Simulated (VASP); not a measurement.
# F (C2/c) in VASP: further runs

Runs on F. Level: PBE+D3(BJ). Tasks: single point.

Everything below comes from runs of VASP 6.6.1. Logs are shortened: lines on timing, memory, paths and dates and some standing lists are left out, and cuts for length are marked.

## 1. The cell of the first run

It takes space group C2/c (No. 15, monoclinic). The conventional cell has a = 5.668 Å, b = 3.582 Å, c = 6.799 Å, α = 90.00°, β = 91.04°, γ = 90.00°. Within 2.3 Å of F (site symmetry 1) lie 1 F at 1.73 Å.

## 2. Single point, PBE+D3(BJ) (atoms shifted along a free coordinate)

Contents of INCAR:

```
SYSTEM = F
PREC = Accurate
ENCUT = 520
EDIFF = 1E-6
ISMEAR = 0
SIGMA = 0.05
LREAL = .FALSE.
LASPH = .TRUE.
NELM = 60
ALGO = Normal
ISIF = 2
LWAVE = .FALSE.
LCHARG = .FALSE.
GGA = PE
IVDW = 12
NBANDS = 22
```

Contents of KPOINTS:

```
regular mesh
0
G
  8 8 4
  0 0 0
```

Contents of POSCAR:

```
F
1.0
    2.8181532018     -1.7912036508      0.2974079766
    2.8181532018      1.7912036508      0.2974079766
   -0.8359919267      0.0000000000      6.7469186924
F
4
Direct
    0.9138648456      0.5855481450      0.1189334613
    0.4144518550      0.0861351544      0.3810665387
    0.0861351544      0.4144518550      0.8810665387
    0.5855481450      0.9138648456      0.6189334613
```

Potentials or basis: VASP PAW PBE potentials, release 64 (F).

Launch:

```sh
$ cat potpaw_PBE.64/F/POTCAR > POTCAR
$ mpirun -np 1 vasp_std > vasp.out
```

OUTCAR:

```text
SYSTEM = F
   PREC = Accurate
   ENCUT = 520
   EDIFF = 1E-6
   ISMEAR = 0
   LREAL = .FALSE.
   LASPH = .TRUE.
   NELM = 60
   ISIF = 2
   GGA = PE
   IVDW = 12
 IVDW          = 12

 ion  position               nearest neighbor table
   1  0.914  0.586  0.119-   3 1.73
   2  0.414  0.086  0.381-   4 1.73
   3  0.086  0.414  0.881-   1 1.73
   4  0.586  0.914  0.619-   2 1.73

  LATTYP: Found a base centered monoclinic cell.
 ALAT       =     5.6676058343
 B/A-ratio  =     0.6320847649
 C/A-ratio  =     1.1995389811
 COS(beta)  =    -0.0181341353

  Lattice vectors:

 A1 = (   2.8181532018,  -1.7912036508,   0.2974079766)
 A2 = (   2.8181532018,   1.7912036508,   0.2974079766)
 A3 = (  -0.8359919267,   0.0000000000,   6.7469186924)

Analysis of symmetry for initial positions (statically):
=====================================================================
 Subroutine PRICEL returns:
 Original cell was already a primitive cell.

 Routine SETGRP: Setting up the symmetry group for a
 base centered monoclinic supercell.

 Subroutine GETGRP returns: Found  4 space group operations
 (whereof  2 operations were pure point group operations)
 out of a pool of  4 trial point group operations.

The static configuration has the point symmetry S_2 .
 The point group associated with its full space group is C_2h.

Analysis of symmetry for dynamics (positions and initial velocities):
=====================================================================
 Subroutine PRICEL returns:
 Original cell was already a primitive cell.

 Routine SETGRP: Setting up the symmetry group for a
 base centered monoclinic supercell.

 Subroutine GETGRP returns: Found  4 space group operations
 (whereof  2 operations were pure point group operations)
 out of a pool of  4 trial point group operations.

The dynamic configuration has the point symmetry S_2 .
 The point group associated with its full space group is C_2h.

 Subroutine INISYM returns: Found  4 space group operations
 (whereof  2 operations are pure point group operations),
 and found     1 'primitive' translations

----------------------------------------------------------------------------------------

                                     Primitive cell

  volume of cell :      69.0061

  direct lattice vectors                    reciprocal lattice vectors
     2.818153202 -1.791203651  0.297407977     0.175131091 -0.279141905  0.021700006
     2.818153202  1.791203651  0.297407977     0.175131091  0.279141905  0.021700006
    -0.835991927  0.000000000  6.746918692    -0.015439754  0.000000000  0.146302710

  length of vectors
     3.352439335  3.352439335  6.798514128     0.330245352  0.330245352  0.147115156

  position of ions in fractional coordinates (direct lattice)
     0.913864846  0.585548145  0.118933461
     0.414451855  0.086135154  0.381066539
     0.086135154  0.414451855  0.881066539
     0.585548145  0.913864846  0.618933461

  ion indices of the primitive-cell ions
   primitive index   ion index
                 1           1
                 2           2
                 3           3
                 4           4

----------------------------------------------------------------------------------------

 KPOINTS: regular mesh

Automatic generation of k-mesh.
 Grid dimensions read from file:
 generate k-points for:    8    8    4

 Generating k-lattice:

  Cartesian coordinates                     Fractional coordinates (reciprocal lattice)
     0.021891386 -0.034892738  0.002712501     0.125000000  0.000000000  0.000000000
     0.021891386  0.034892738  0.002712501     0.000000000  0.125000000  0.000000000
    -0.003859939  0.000000000  0.036575678     0.000000000  0.000000000  0.250000000

  Length of vectors
     0.041280669  0.041280669  0.036778789

  Shift w.r.t. Gamma in fractional coordinates (k-lattice)
     0.000000000  0.000000000  0.000000000

 Subroutine IBZKPT returns following result:
 ===========================================

 Found     78 irreducible k-points:

 Following reciprocal coordinates:
            Coordinates               Weight
  0.000000  0.000000  0.000000      1.000000
  0.125000  0.000000  0.000000      4.000000
  0.250000  0.000000  0.000000      4.000000
  0.375000 -0.000000  0.000000      4.000000
  0.500000  0.000000  0.000000      2.000000
  0.125000  0.125000  0.000000      2.000000
[... 16 lines left out ...]
  0.125000  0.000000  0.250000      4.000000
  0.250000  0.000000  0.250000      4.000000
 [... further k-points ...]
   k-points           NKPTS =     78   k-points in BZ     NKDIM =     78   number of bands    NBANDS=     22
   number of dos      NEDOS =    301   number of ions     NIONS =      4
   total plane-waves  NPLWV =  42336
   dimension x,y,z NGX =    28 NGY =   28 NGZ =   54
   dimension x,y,z NGXF=    56 NGYF=   56 NGZF=  108
   ions per type =               4
   NGX,Y,Z   is equivalent  to a cutoff of  13.89, 13.89, 13.20 a.u.
   NGXF,Y,Z  is equivalent  to a cutoff of  27.77, 27.77, 26.41 a.u.
 SYSTEM =  F
   PREC   = accura    normal or accurate (medium, high low for compatibility)
   ISTART =      0    job   : 0-new  1-cont  2-samecut
   ICHARG =      2    charge: 1-file 2-atom 10-const
   ISPIN  =      1    spin polarized calculation?
   LNONCOLLINEAR =      F non collinear calculations
   LSORBIT =      F    spin-orbit coupling
   LASPH  =      T    aspherical Exc in radial PAW
   ENCUT  =  520.0 eV  38.22 Ry    6.18 a.u.   6.23  6.23 12.64*2*pi/ulx,y,z
   NELM   =     60;   NELMIN=  2; NELMDL= -5     # of ELM steps
   EDIFF  = 0.1E-05   stopping-criterion for ELM
   LREAL  =      F    real-space projection
   EDIFFG = 0.1E-04   stopping-criterion for IOM
   NSW    =      0    number of steps for IOM
   IBRION =     -1    ionic relax: 0-MD 1-quasi-New 2-CG
   NFREE  =      0    steps in history (QN), initial steepest desc. (CG)
   ISIF   =      2    stress and relaxation
   ISYM   =      2    0-nonsym 1-usesym 2-fastsym
   POTIM  = 0.5000    time-step for ionic-motion
   TEBEG  =    0.0;   TEEND  =   0.0 temperature during run
   PSTRESS=    0.0 pullay stress
   NELECT =      28.0000    total number of electrons
   NUPDOWN=      -1.0000    fix difference up-down
   EMIN   =  10.00;   EMAX   =-10.00  energy-range for DOS
   EFERMI =   0.00;   METHOD = LEGACY
   ISMEAR =     0;   SIGMA  =   0.05  broadening in eV -4-tet -1-fermi 0-gaus
   EFERMI_NEDOS =   21; number of points for ismear=-14 and -15
   IALGO  =     38    algorithm
   IMIX   =      4    mixing-type and parameters
     AMIX     =   0.40;   BMIX     =  1.00
     AMIX_MAG =   1.60;   BMIX_MAG =  1.00
  volume/ion in A,a.u.               =      17.25       116.42
  Fermi-wavevector in a.u.,A,eV,Ry     =   1.211988  2.290326 19.985812  1.468916
  Thomas-Fermi vector in A             =   2.347487
   LORBIT       =      0    0 simple, 1 ext, 2 COOP (PROOUT), +10 PAW based schemes
   GGA     = PE    functional components
   LHFCALC =     F    Hartree Fock is set to
   AEXX    =    0.0000 exact exchange contribution
   IVDW    =    12    specifies the selected vdW correction
   LEPSILON=     F    determine dielectric tensor
   LRPA    =     F    only Hartree local field effects (RPA)
 non-spin polarized calculation
 Gauss-broadening in eV      SIGMA  =   0.05
  energy-cutoff  :      520.00
  volume of cell :       69.01
 maximum number of plane-waves:      1884
 NGX is ok and might be reduce to    28
   NGX = 13   NGY = 13   NGZ = 25

 number of electron      28.0000021 magnetization

 Free energy of the ion-electron system (eV)
  ---------------------------------------------------
  ext. energy  EPLUGINS =         0.00000000
  ---------------------------------------------------
  free energy    TOTEN  =        -5.80474780 eV

  energy without entropy =       -5.80474780  energy(sigma->0) =       -5.80474780

 E-fermi :  -6.1007     XC(G=0):  -7.4575

 val. band max:       -6.3368996770   @ k =   0.0000   0.0000   0.0000
 cond. band min:      -5.8371362861   @ k =   0.0000   0.0000   0.0000
 fundamental gap:      0.4997633909
 Fermi energy:        -6.1007325048

 k-point     1 :       0.0000    0.0000    0.0000
  band No.  band energies     occupation
      1     -28.0390      2.00000
      2     -27.7022      2.00000
      3     -25.7410      2.00000
      4     -25.2552      2.00000
      5     -10.7832      2.00000
      6     -10.0621      2.00000
[... 14 lines left out ...]
     21      14.6244      0.00000
     22      15.5402      0.00000

 k-point     2 :       0.1250    0.0000    0.0000
  band No.  band energies     occupation
      1     -28.0169      2.00000
      2     -27.7053      2.00000
      3     -25.7196      2.00000
      4     -25.2705      2.00000
      5     -10.7688      2.00000
      6     -10.1145      2.00000
[... 14 lines left out ...]
     21      13.3215      0.00000
     22      14.9901      0.00000

 k-point     3 :       0.2500    0.0000    0.0000
  band No.  band energies     occupation
      1     -27.9577      2.00000
      2     -27.7181      2.00000
      3     -25.6595      2.00000
      4     -25.3161      2.00000
      5     -10.7281      2.00000
      6     -10.2496      2.00000
[... 14 lines left out ...]
     21      13.0166      0.00000
     22      13.2917      0.00000

 k-point     4 :       0.3750   -0.0000    0.0000
  band No.  band energies     occupation
      1     -27.8799      2.00000
      2     -27.7497      2.00000
      3     -25.5734      2.00000
      4     -25.3877      2.00000
      5     -10.6615      2.00000
      6     -10.4149      2.00000
[... 14 lines left out ...]
     21      11.3159      0.00000
     22      11.8375      0.00000

 k-point     5 :       0.5000    0.0000    0.0000
  band No.  band energies     occupation
      1     -27.8057      2.00000
      2     -27.8043      2.00000
      3     -25.4784      2.00000
      4     -25.4766      2.00000
      5     -10.5623      2.00000
      6     -10.5563      2.00000
[... 14 lines left out ...]
     21      10.3561      0.00000
     22      10.4396      0.00000

 k-point     6 :       0.1250    0.1250    0.0000
  band No.  band energies     occupation
      1     -28.0239      2.00000
      2     -27.6947      2.00000
      3     -25.7292      2.00000
      4     -25.2543      2.00000
      5     -10.7680      2.00000
      6     -10.0682      2.00000
[... 14 lines left out ...]
     21      14.4932      0.00000
     22      14.7545      0.00000

 k-point     7 :       0.2500    0.1250    0.0000
  band No.  band energies     occupation
      1     -27.9904      2.00000
      2     -27.6925      2.00000
      3     -25.6980      2.00000
      4     -25.2698      2.00000
      5     -10.7419      2.00000
      6     -10.1266      2.00000
[... 324 lines left out ...]
      6     -10.2854      2.00000
[... 14 lines left out ...]
     21      10.2726      0.00000
     22      11.7783      0.00000

 k-point    21 :       0.5000    0.5000    0.0000
  band No.  band energies     occupation
      1     -27.9350      2.00000
      2     -27.6489      2.00000
      3     -25.6593      2.00000
      4     -25.2486      2.00000
      5     -10.6714      2.00000
      6     -10.0962      2.00000
[... 14 lines left out ...]
     21       9.9467      0.00000
     22      12.8262      0.00000

 k-point    22 :      -0.0000   -0.0000    0.2500
  band No.  band energies     occupation
      1     -27.9969      2.00000
      2     -27.7607      2.00000
      3     -25.6613      2.00000
      4     -25.3197      2.00000
      5     -10.6928      2.00000
      6     -10.1887      2.00000
[... 14 lines left out ...]
     21      14.7446      0.00000
     22      15.6175      0.00000

 k-point    23 :       0.1250    0.0000    0.2500
  band No.  band energies     occupation
      1     -27.9772      2.00000
      2     -27.7591      2.00000
      3     -25.6461      2.00000
      4     -25.3308      2.00000
      5     -10.6831      2.00000
      6     -10.2221      2.00000
[... 14 lines left out ...]
     21      13.3034      0.00000
     22      14.4555      0.00000

 k-point    24 :       0.2500    0.0000    0.2500
  band No.  band energies     occupation
      1     -27.9259      2.00000
      2     -27.7584      2.00000
      3     -25.6043      2.00000
      4     -25.3635      2.00000
      5     -10.6544      2.00000
      6     -10.3101      2.00000
[... 14 lines left out ...]
     21      12.0678      0.00000
     22      12.9688      0.00000

 [... further k-points ...]

------------------------ aborting loop because EDIFF is reached ----------------------------------------

 Edisp (eV)   -0.12750

 E8    (eV) :    -0.0276

  FORCE on cell =-STRESS in cart. coord.  units (eV):
  Direction    XX          YY          ZZ          XY          YZ          ZX
  --------------------------------------------------------------------------------------
  -------------------------------------------------------------------------------------
  Total      -0.36795    -2.68801   -11.03498     0.00000     0.00000     1.36647
  in kB      -8.54293   -62.41005  -256.20941     0.00000     0.00000    31.72669
  external pressure =     -109.05 kB  Pullay stress =        0.00 kB

 VOLUME and BASIS-vectors are now :
 -----------------------------------------------------------------------------
  energy-cutoff  :      520.00
  volume of cell :       69.01
      direct lattice vectors                 reciprocal lattice vectors
     2.818153202 -1.791203651  0.297407977     0.175131091 -0.279141905  0.021700006
     2.818153202  1.791203651  0.297407977     0.175131091  0.279141905  0.021700006
    -0.835991927  0.000000000  6.746918692    -0.015439754  0.000000000  0.146302710

 POSITION                                       TOTAL-FORCE (eV/Angst)
 -----------------------------------------------------------------------------------
      4.12615     -0.58808      1.24837         0.369259     -1.129757     -2.905676
      1.09216     -0.58808      2.71990        -0.369259     -1.129757      2.905676
      0.67417      0.58808      6.09336        -0.369259      1.129757      2.905676
      3.70815      0.58808      4.62183         0.369259      1.129757     -2.905676
 -----------------------------------------------------------------------------------
    total drift:                                0.000000      0.000000      0.000000

  FREE ENERGIE OF THE ION-ELECTRON SYSTEM (eV)
  ---------------------------------------------------
  free  energy   TOTEN  =        -5.9322499639 eV

  energy  without entropy=       -5.9322499639  energy(sigma->0) =       -5.93224996
```

Wall time 42 s (1 thread of AMD EPYC 9R45 (Zen 5), shared host); peak memory 0.21 GiB.

Results:

| Quantity | Value |
| --- | --- |
| Free energy | -5.9322 eV |
| Pressure | -10.9 GPa |
| Largest force | 3.139 eV/Å |
| Band gap on the k mesh | 0.50 eV |
| Dispersion energy per atom | -0.032 eV |

Forces in eV/Å, atoms in the order of the input:
```
F    0.369 -1.130 -2.906
F   -0.369 -1.130  2.906
F   -0.369  1.130  2.906
F    0.369  1.130 -2.906
```

Stress tensor (GPa, compression positive):
```
 -0.85   0.00   3.17
  0.00  -6.24   0.00
  3.17   0.00 -25.62
```

Levels at points of the mesh, in eV from the valence-band top:
| k point | band 12 | band 13 | band 14 | band 15 | band 16 | band 17 |
| --- | --- | --- | --- | --- | --- | --- |
| (0.00, 0.00, 0.00) | -0.18 | -0.05 | 0.00 | 0.50 | 1.22 | 9.87 |
| (0.50, 0.00, 0.00) | -0.68 | -0.24 | -0.23 | 1.08 | 1.09 | 14.06 |
| (0.50, 0.50, 0.00) | -0.77 | -0.10 | -0.04 | 0.61 | 1.17 | 14.27 |
| (0.00, 0.00, 0.50) | -0.34 | -0.11 | -0.11 | 0.87 | 0.87 | 10.75 |
| (0.50, 0.00, 0.50) | -0.39 | -0.19 | -0.18 | 0.97 | 0.97 | 14.60 |
| (0.50, 0.50, 0.50) | -0.40 | -0.38 | -0.38 | 0.91 | 0.91 | 14.73 |

Caveat: the cell differs from its parent crystal (atoms shifted along a free coordinate); the stress differs along the axes, from -26 to -1 GPa; forces of over 1 eV/Å act on the atoms, so gaps and moduli don't describe the material at rest.

## 3. Single point, PBE+D3(BJ) (atoms shifted along a free coordinate)

Contents of INCAR:

```
SYSTEM = F
ALGO     = Normal         ! electronic algorithm
EDIFF    = 1E-7           ! SCF threshold, eV
ENCUT    = 520            ! plane-wave cutoff, eV
GGA      = PE             ! functional
ISIF     = 2              ! what is computed and relaxed
ISMEAR   = 0              ! smearing method
IVDW     = 12             ! dispersion correction
LASPH    = .TRUE.         ! aspherical terms in the spheres
LCHARG   = .TRUE.         ! write CHGCAR
LELF     = .TRUE.         ! ELF
LREAL    = .FALSE.        ! projectors in reciprocal space
LVHAR    = .TRUE.       
LWAVE    = .FALSE.        ! write WAVECAR
NBANDS   = 22             ! bands
NELM     = 60             ! most SCF steps
PREC     = Accurate       ! precision mode
SIGMA    = 0.05           ! smearing width, eV
```

Contents of KPOINTS:

```
k-points
0
G
  8 8 4
  0 0 0
```

Contents of POSCAR:

```
F
1.0
    2.8181532018     -1.7912036508      0.2974079766
    2.8181532018      1.7912036508      0.2974079766
   -0.8359919267      0.0000000000      6.7469186924
F
4
Direct
    0.9138648456      0.5855481450      0.0855879396
    0.4144518550      0.0861351544      0.4144120604
    0.0861351544      0.4144518550      0.9144120604
    0.5855481450      0.9138648456      0.5855879396
```

Potentials or basis: VASP PAW PBE potentials, release 64 (F).

Launch:

```sh
$ cat potpaw_PBE.64/F/POTCAR > POTCAR
$ mpirun -np 1 vasp_std > vasp.out
```

Run time: 45 s. Hardware: 1 thread of AMD EPYC 9R45 (Zen 5), shared host; peak memory 0.21 GiB.

Results (log left out):

```
Free energy                : -6.8960 eV
Pressure                   : 10.4 GPa
Largest force              : 5.335 eV/Å
Band gap on the k mesh     : 4.35 eV
Dispersion energy per atom : -0.027 eV
```

Forces in eV/Å, atoms in the order of the input:
```
F   -0.591  2.489  4.681
F    0.591  2.489 -4.681
F    0.591 -2.489 -4.681
F   -0.591 -2.489  4.681
```

Stress tensor (GPa, compression positive):
```
-0.18  0.00 -3.19
 0.00  6.67  0.00
-3.19  0.00 24.69
```

Levels at points of the mesh, in eV from the valence-band top:
```csv
k point,band 10,band 11,band 12,band 13,band 14,band 15,band 16,band 17,band 18,band 19
"(0.00, 0.00, 0.00)",-4.22,-0.29,-0.11,-0.04,0.00,4.35,5.22,8.50,11.13,12.10
"(0.50, 0.00, 0.00)",-4.38,-0.23,-0.21,-0.05,-0.04,4.87,4.87,12.54,12.55,14.53
"(0.50, 0.50, 0.00)",-4.43,-0.44,-0.36,-0.11,-0.05,4.65,5.15,12.44,13.61,14.21
"(0.00, 0.00, 0.50)",-4.24,-0.21,-0.21,-0.02,-0.02,4.72,4.72,9.49,9.49,14.74
"(0.50, 0.00, 0.50)",-4.38,-0.22,-0.20,-0.03,-0.02,4.85,4.86,13.03,13.06,13.16
"(0.50, 0.50, 0.50)",-4.45,-0.25,-0.25,-0.23,-0.23,4.89,4.89,13.02,13.02,14.28
```

Caveat: the cell differs from its parent crystal (atoms shifted along a free coordinate); the stress differs along the axes, from -0 to 25 GPa; forces of over 1 eV/Å act on the atoms, so gaps and moduli don't describe the material at rest.
